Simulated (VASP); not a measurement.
Input of a VASP 6.6.1 run:

Contents of INCAR:

```
PREC = Accurate
ENCUT = 520
EDIFF = 1E-6
ISMEAR = -1
SIGMA = 0.15
LREAL = False
LASPH = True
NELM = 100
ALGO = Normal
ISIF = 2
LWAVE = False
LCHARG = False
GGA = PS
NBANDS = 27
```

KPOINTS

```
Automatic mesh
0
Gamma
  2 2 1
```

The input POSCAR:

```
Mg12O
1.0
    6.4200000000      0.0000000000      0.0000000000
    3.2100000000      5.5598830000      0.0000000000
    0.0000000000      0.0000000000     16.2130400000
Mg O
12 1
Direct
    0.0000000000      0.0000000000      0.0616787475
    0.5000000000      0.0000000000      0.0616787475
    0.0000037321      0.4999925358      0.0616787475
    0.5000037321      0.4999925358      0.0616787475
   -0.2253873456      0.4057279623      0.2292228971
    0.2846323491      0.3897384172      0.2218461189
   -0.2118227745      0.9433651751      0.2353290931
    0.2934420461      0.8639570293      0.2225615924
   -0.0940402107      0.1148405461      0.4093433434
    0.4782250055      0.0580048177      0.4102500210
   -0.0737054912      0.5411804529      0.3991601822
    0.4391747197      0.5579433956      0.3762280239
    0.1192001910      0.2219111445      0.4524012770
```

Potentials or basis: VASP PAW PBE potentials, release 64 (Mg, O).

The run is started by

```bash
$ cat potpaw_PBE.64/Mg/POTCAR potpaw_PBE.64/O/POTCAR > POTCAR
$ mpirun -np 1 vasp_std > vasp.out
```

(1) Predict the largest force.

(2) Predict the band gap on the k mesh.

Results:

(1) 1.728 eV/Å.

(2) zero (band 15 reaches -0.36 eV, above the bottom of band 16 at -1.03 eV).

Caveat: the k points lie up to 0.57 Å⁻¹ apart; the PAW data sets were made with another functional, which shifts forces and pressure a little.
